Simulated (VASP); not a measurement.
# Tl (Fm-3m) in VASP: further runs

Runs on Tl. Level: BLYP. Tasks: single point, relaxation of cell and atoms.

Everything below comes from runs of VASP 6.6.1. Logs are shortened: lines on timing, memory, paths and dates and some standing lists are left out, and cuts for length are marked.

**1. The cell of the first run**

The structure is cubic, space group Fm-3m (No. 225). The conventional cell has a = 5.348 Å, b = 5.348 Å, c = 5.348 Å, α = 90.00°, β = 90.00°, γ = 90.00°. Within 5.0 Å of Tl (site symmetry m-3m) lie 12 Tl at 3.78 Å.

**2. Single point, BLYP (volume scaled by 1.08)**

The input, INCAR:

```
PREC = Accurate ; ENCUT = 520
EDIFF = 1E-6 ; ISMEAR = -1
SIGMA = 0.1 ; LREAL = F
LASPH = T ; NELM = 60
ALGO = Normal ; ISIF = 2
LWAVE = F ; LCHARG = F
GGA = B5 ; ALDAX = 1.0
AGGAX = 1.0 ; AGGAC = 1.0
ALDAC = 0.0 ; NBANDS = 12
```

The input, KPOINTS:

```
regular mesh
0
Gamma
  12 12 12
```

The input, POSCAR:

```
Tl
1.0
    0.0000000000      2.6739379839      2.6739379839
    2.6739379839      0.0000000000      2.6739379839
    2.6739379839      2.6739379839      0.0000000000
Tl
1
Direct
    0.0000000000      0.0000000000      0.0000000000
```

Potentials or basis: VASP PAW PBE potentials, release 64 (Tl_d).

The run is started by

```
> cat potpaw_PBE.64/Tl_d/POTCAR > POTCAR
> mpirun -np 1 vasp_std > vasp.out
```

OUTCAR:

```text
PREC = Accurate
   ENCUT = 520
   EDIFF = 1E-6
   ISMEAR = -1
   LREAL = F
   LASPH = T
   NELM = 60
   ISIF = 2
   GGA = B5

 ion  position               nearest neighbor table
   1  0.000  0.000  0.000-

  LATTYP: Found a face centered cubic cell.
 ALAT       =     5.3478759678

  Lattice vectors:

 A1 = (   0.0000000000,   2.6739379839,   2.6739379839)
 A2 = (   2.6739379839,   0.0000000000,   2.6739379839)
 A3 = (   2.6739379839,   2.6739379839,   0.0000000000)

Analysis of symmetry for initial positions (statically):
=====================================================================
 Subroutine PRICEL returns:
 Original cell was already a primitive cell.

 Routine SETGRP: Setting up the symmetry group for a
 face centered cubic supercell.

 Subroutine GETGRP returns: Found 48 space group operations
 (whereof 48 operations were pure point group operations)
 out of a pool of 48 trial point group operations.

The static configuration has the point symmetry O_h .

Analysis of symmetry for dynamics (positions and initial velocities):
=====================================================================
 Subroutine PRICEL returns:
 Original cell was already a primitive cell.

 Routine SETGRP: Setting up the symmetry group for a
 face centered cubic supercell.

 Subroutine GETGRP returns: Found 48 space group operations
 (whereof 48 operations were pure point group operations)
 out of a pool of 48 trial point group operations.

The dynamic configuration has the point symmetry O_h .

 Subroutine INISYM returns: Found 48 space group operations
 (whereof 48 operations are pure point group operations),
 and found     1 'primitive' translations

----------------------------------------------------------------------------------------

                                     Primitive cell

  volume of cell :      38.2370

  direct lattice vectors                    reciprocal lattice vectors
     0.000000000  2.673937984  2.673937984    -0.186990126  0.186990126  0.186990126
     2.673937984  0.000000000  2.673937984     0.186990126 -0.186990126  0.186990126
     2.673937984  2.673937984  0.000000000     0.186990126  0.186990126 -0.186990126

  length of vectors
     3.781519362  3.781519362  3.781519362     0.323876398  0.323876398  0.323876398

  position of ions in fractional coordinates (direct lattice)
     0.000000000  0.000000000  0.000000000

  ion indices of the primitive-cell ions
   primitive index   ion index
                 1           1

----------------------------------------------------------------------------------------

 KPOINTS: regular mesh

Automatic generation of k-mesh.
 Grid dimensions read from file:
 generate k-points for:   12   12   12

 Generating k-lattice:

  Cartesian coordinates                     Fractional coordinates (reciprocal lattice)
    -0.015582510  0.015582510  0.015582510     0.083333333  0.000000000  0.000000000
     0.015582510 -0.015582510  0.015582510     0.000000000  0.083333333  0.000000000
     0.015582510  0.015582510 -0.015582510     0.000000000  0.000000000  0.083333333

  Length of vectors
     0.026989700  0.026989700  0.026989700

  Shift w.r.t. Gamma in fractional coordinates (k-lattice)
     0.000000000  0.000000000  0.000000000

 Subroutine IBZKPT returns following result:
 ===========================================

 Found     72 irreducible k-points:

 Following reciprocal coordinates:
            Coordinates               Weight
  0.000000  0.000000  0.000000      1.000000
  0.083333  0.000000  0.000000      8.000000
  0.166667  0.000000  0.000000      8.000000
  0.250000  0.000000  0.000000      8.000000
  0.333333  0.000000  0.000000      8.000000
  0.416667  0.000000  0.000000      8.000000
[... 16 lines left out ...]
  0.500000  0.166667  0.000000     24.000000
 -0.416667  0.166667  0.000000     24.000000
 [... further k-points ...]
   k-points           NKPTS =     72   k-points in BZ     NKDIM =     72   number of bands    NBANDS=     12
   number of dos      NEDOS =    301   number of ions     NIONS =      1
   total plane-waves  NPLWV =  21952
   dimension x,y,z NGX =    28 NGY =   28 NGZ =   28
   dimension x,y,z NGXF=    56 NGYF=   56 NGZF=   56
   ions per type =               1
   NGX,Y,Z   is equivalent  to a cutoff of  12.31, 12.31, 12.31 a.u.
   NGXF,Y,Z  is equivalent  to a cutoff of  24.62, 24.62, 24.62 a.u.
 SYSTEM =  unknown system
   PREC   = accura    normal or accurate (medium, high low for compatibility)
   ISTART =      0    job   : 0-new  1-cont  2-samecut
   ICHARG =      2    charge: 1-file 2-atom 10-const
   ISPIN  =      1    spin polarized calculation?
   LNONCOLLINEAR =      F non collinear calculations
   LSORBIT =      F    spin-orbit coupling
   LASPH  =      T    aspherical Exc in radial PAW
   ENCUT  =  520.0 eV  38.22 Ry    6.18 a.u.   7.03  7.03  7.03*2*pi/ulx,y,z
   NELM   =     60;   NELMIN=  2; NELMDL= -5     # of ELM steps
   EDIFF  = 0.1E-05   stopping-criterion for ELM
   LREAL  =      F    real-space projection
   EDIFFG = 0.1E-04   stopping-criterion for IOM
   NSW    =      0    number of steps for IOM
   IBRION =     -1    ionic relax: 0-MD 1-quasi-New 2-CG
   NFREE  =      0    steps in history (QN), initial steepest desc. (CG)
   ISIF   =      2    stress and relaxation
   ISYM   =      2    0-nonsym 1-usesym 2-fastsym
   POTIM  = 0.5000    time-step for ionic-motion
   TEBEG  =    0.0;   TEEND  =   0.0 temperature during run
   PSTRESS=    0.0 pullay stress
   NELECT =      13.0000    total number of electrons
   NUPDOWN=      -1.0000    fix difference up-down
   EMIN   =  10.00;   EMAX   =-10.00  energy-range for DOS
   EFERMI =   0.00;   METHOD = LEGACY
   ISMEAR =    -1;   SIGMA  =   0.10  broadening in eV -4-tet -1-fermi 0-gaus
   EFERMI_NEDOS =   21; number of points for ismear=-14 and -15
   IALGO  =     38    algorithm
   IMIX   =      4    mixing-type and parameters
     AMIX     =   0.40;   BMIX     =  1.00
     AMIX_MAG =   1.60;   BMIX_MAG =  1.00
  volume/ion in A,a.u.               =      38.24       258.04
  Fermi-wavevector in a.u.,A,eV,Ry     =   1.142601  2.159203 17.762911  1.305537
  Thomas-Fermi vector in A             =   2.279299
   LORBIT       =      0    0 simple, 1 ext, 2 COOP (PROOUT), +10 PAW based schemes
   GGA     = B5    functional components
   LHFCALC =     F    Hartree Fock is set to
   AEXX    =    0.0000 exact exchange contribution
   IVDW    =     0    specifies the selected vdW correction
   LEPSILON=     F    determine dielectric tensor
   LRPA    =     F    only Hartree local field effects (RPA)
 non-spin polarized calculation
  energy-cutoff  :      520.00
  volume of cell :       38.24
 maximum number of plane-waves:      1056
   NGX = 13   NGY = 13   NGZ = 13

 number of electron      12.9999997 magnetization

 Free energy of the ion-electron system (eV)
  ---------------------------------------------------
  ext. energy  EPLUGINS =         0.00000000
  ---------------------------------------------------
  free energy    TOTEN  =        -1.69139891 eV

  energy without entropy =       -1.66326780  energy(sigma->0) =       -1.67733335

 E-fermi :   4.4415     XC(G=0):  -8.2903

 val. band max:        4.4125526679   @ k =  -0.4167   0.4167   0.1667
 cond. band min:       4.4422450607   @ k =  -0.3333   0.4167   0.1667
 fundamental gap:      0.0296923927
 Fermi energy:         4.4414987491

 k-point     1 :       0.0000    0.0000    0.0000
  band No.  band energies     occupation
      1      -7.0011      2.00000
      2      -7.0011      2.00000
      3      -7.0011      2.00000
      4      -6.8730      2.00000
      5      -6.8730      2.00000
      6      -4.0302      2.00000
      7      12.1082      0.00000
      8      12.1082      0.00000
      9      12.1082      0.00000
     10      15.0900      0.00000
     11      15.6515      0.00000
     12      17.0646      0.00000

 k-point     2 :       0.0833    0.0000    0.0000
  band No.  band energies     occupation
      1      -7.0020      2.00000
      2      -6.9923      2.00000
      3      -6.9923      2.00000
      4      -6.8738      2.00000
      5      -6.8738      2.00000
      6      -3.9194      2.00000
      7      10.8913      0.00000
      8      11.9797      0.00000
      9      11.9797      0.00000
     10      14.7510      0.00000
     11      16.3049      0.00000
     12      17.2980      0.00000

 k-point     3 :       0.1667    0.0000    0.0000
  band No.  band energies     occupation
      1      -7.0062      2.00000
      2      -6.9745      2.00000
      3      -6.9745      2.00000
      4      -6.8686      2.00000
      5      -6.8686      2.00000
      6      -3.5865      2.00000
      7       8.7699      0.00000
      8      11.6625      0.00000
      9      11.6625      0.00000
     10      14.3617      0.00000
     11      17.3188      0.00000
     12      17.4633      0.00000
[... 286 lines left out ...]
 k-point    23 :       0.5000    0.1667    0.0000
  band No.  band energies     occupation
      1      -7.0400      2.00000
      2      -6.9738      2.00000
      3      -6.9327      2.00000
      4      -6.8208      2.00000
      5      -6.7488      2.00000
      6      -1.0031      2.00000
      7       3.3362      1.99997
      8       8.3034      0.00000
      9       9.6329      0.00000
     10      12.9881      0.00000
     11      16.7493      0.00000
     12      17.5842      0.00000

 k-point    24 :      -0.4167    0.1667    0.0000
  band No.  band energies     occupation
      1      -7.0276      2.00000
      2      -6.9768      2.00000
      3      -6.9381      2.00000
      4      -6.8029      2.00000
      5      -6.7682      2.00000
      6      -0.8763      2.00000
      7       3.1516      1.99999
      8       7.9304      0.00000
      9       9.9831      0.00000
     10      13.2000      0.00000
     11      16.4367      0.00000
     12      17.2159      0.00000

 [... further k-points ...]

------------------------ aborting loop because EDIFF is reached ----------------------------------------

  FORCE on cell =-STRESS in cart. coord.  units (eV):
  Direction    XX          YY          ZZ          XY          YZ          ZX
  --------------------------------------------------------------------------------------
  -------------------------------------------------------------------------------------
  Total       -0.2745629     -0.2745629     -0.2745629     -0.0000000     -0.0000000      0.0000000
  in kB      -11.5045203    -11.5045203    -11.5045203     -0.0000000     -0.0000000      0.0000000
  external PRESSURE =     -11.5045203 kB  Pullay stress =       0.0000000 kB

 VOLUME and BASIS-vectors are now :
 -----------------------------------------------------------------------------
  energy-cutoff  :      520.00
  volume of cell :       38.24
      direct lattice vectors                 reciprocal lattice vectors
     0.000000000  2.673937984  2.673937984    -0.186990126  0.186990126  0.186990126
     2.673937984  0.000000000  2.673937984     0.186990126 -0.186990126  0.186990126
     2.673937984  2.673937984  0.000000000     0.186990126  0.186990126 -0.186990126

 POSITION                                       TOTAL-FORCE (eV/Angst)
 -----------------------------------------------------------------------------------
      0.00000      0.00000      0.00000         0.000000      0.000000      0.000000
 -----------------------------------------------------------------------------------
    total drift:                               -0.000000     -0.000000     -0.000000

  FREE ENERGIE OF THE ION-ELECTRON SYSTEM (eV)
  ---------------------------------------------------
  free  energy   TOTEN  =        -1.6913989054 eV

  energy  without entropy=       -1.6632677970  energy(sigma->0) =       -1.67733335
```

Wall time 17 s (1 thread of Intel Xeon Platinum 8488C (Sapphire Rapids), shared host); peak memory 0.17 GiB.

What came out:

```
Free energy : -1.6914 eV
Pressure    : -1.2 GPa
```

Caveat: the PAW data sets were made with another functional, which shifts forces and pressure a little; spin-orbit coupling is left out, which moves the levels of the heavy elements.

**3. Single point, BLYP (volume scaled by 1.12)**

The input, INCAR:

```
PREC     = Accurate       # precision mode
ENCUT    = 520            # plane-wave cutoff, eV
EDIFF    = 1E-6           # SCF threshold, eV
ISMEAR   = -1             # smearing method
SIGMA    = 0.1            # smearing width, eV
LREAL    = False          # projectors in reciprocal space
LASPH    = True           # aspherical terms in the spheres
NELM     = 60             # most SCF steps
ALGO     = Normal         # electronic algorithm
ISIF     = 2              # what is computed and relaxed
LWAVE    = False          # write WAVECAR
LCHARG   = False          # write CHGCAR
GGA      = B5             # functional
ALDAX    = 1.0          
AGGAX    = 1.0          
AGGAC    = 1.0          
ALDAC    = 0.0          
NBANDS   = 12             # bands
```

The input, KPOINTS:

```
Automatic mesh
0
Gamma
  12 12 12
```

The input, POSCAR:

```
Tl
1.0
    0.0000000000      2.7065501978      2.7065501978
    2.7065501978      0.0000000000      2.7065501978
    2.7065501978      2.7065501978      0.0000000000
Tl
1
Direct
    0.0000000000      0.0000000000      0.0000000000
```

Potentials or basis: VASP PAW PBE potentials, release 64 (Tl_d).

The run is started by

```
> cat potpaw_PBE.64/Tl_d/POTCAR > POTCAR
> mpirun -np 1 vasp_std > vasp.out
```

It took 17 s on 1 thread of Intel Xeon Platinum 8488C (Sapphire Rapids), shared host; peak memory 0.17 GiB.

Results (log left out):

* Free energy: -1.6802 eV
* Pressure: -1.5 GPa

Levels at points of the mesh, in eV from the Fermi level:
```
           k point  band 4  band 5  band 6  band 7  band 8  band 9
(0.00, 0.00, 0.00)  -11.33  -11.33   -8.32    7.38    7.38    7.38
(0.50, 0.00, 0.00)  -11.22  -11.22   -5.56   -1.75    5.97    5.97
(0.50, 0.50, 0.00)  -11.19  -11.19   -4.54   -1.01    3.24    3.24
```

Caveat: the PAW data sets were made with another functional, which shifts forces and pressure a little; spin-orbit coupling is left out, which moves the levels of the heavy elements.

(Part 1 of 2 ends here.)
